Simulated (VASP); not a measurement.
A run of VASP 6.6.1 is set up as follows.

Contents of INCAR:

```
SYSTEM = WS2
  ALGO = Normal
  EDIFF = 1E-6
  EDIFFG = -0.01
  ENCUT = 600
  GGA = PS
  IBRION = 2
  ISIF = 4
  ISMEAR = 0
  LASPH = .True.
  LCHARG = .False.
  LREAL = .False.
  LWAVE = .False.
  NELM = 80
  NSW = 50
  PREC = Accurate
  SIGMA = 0.02
```

Contents of KPOINTS:

```
k-points
0
Gamma
  12 12 12
  0 0 0
```

POSCAR

```
WS2
1.0
    1.5555691172      0.8981082485      6.1294493991
   -1.5555691172      0.8981082485      6.1294493991
    0.0000000000     -1.7962164971      6.1294493991
W S
1 2
Direct
    0.0006662331      0.0006662331      0.0006662331
    0.2497037460      0.2497037460      0.2497037460
    0.4183300209      0.4183300209      0.4183300209
```

Potentials or basis: VASP PAW PBE potentials, release 64 (W_sv, S).

Run with:

```console
$ cat potpaw_PBE.64/W_sv/POTCAR potpaw_PBE.64/S/POTCAR > POTCAR
$ mpirun -np 1 vasp_std > vasp.out
```

Task: Estimate the band gap on the k mesh.

Result: 0.89 eV, indirect (least direct gap 1.98 eV).

The path:
| step | energy change (eV) | largest force (eV/Å) | pressure (GPa) | volume (Å³) |
| --- | --- | --- | --- | --- |
| 1 | 0.0000 | 0.6165 | 6.56 | 51.38 |
| 2 | -0.0148 | 0.0759 | 3.02 | 51.38 |
| 3 | -0.0154 | 0.0379 | 3.58 | 51.38 |
| 4 | -0.0223 | 0.0255 | 2.70 | 51.38 |
| 5 | -0.0242 | 0.0181 | 2.01 | 51.38 |
| 6 | -0.0242 | 0.0165 | 1.95 | 51.38 |
| 7 | -0.0242 | 0.0161 | 1.91 | 51.38 |
| 8 | -0.0242 | 0.0192 | 1.78 | 51.38 |
| 9 | -0.0242 | 0.0032 | 1.85 | 51.38 |

Caveat: the cell differs from its parent crystal (volume scaled by 0.94); the PAW data sets were made with another functional, which shifts forces and pressure a little; spin-orbit coupling is left out, which moves the levels of the heavy elements. A k mesh can miss the band edges.
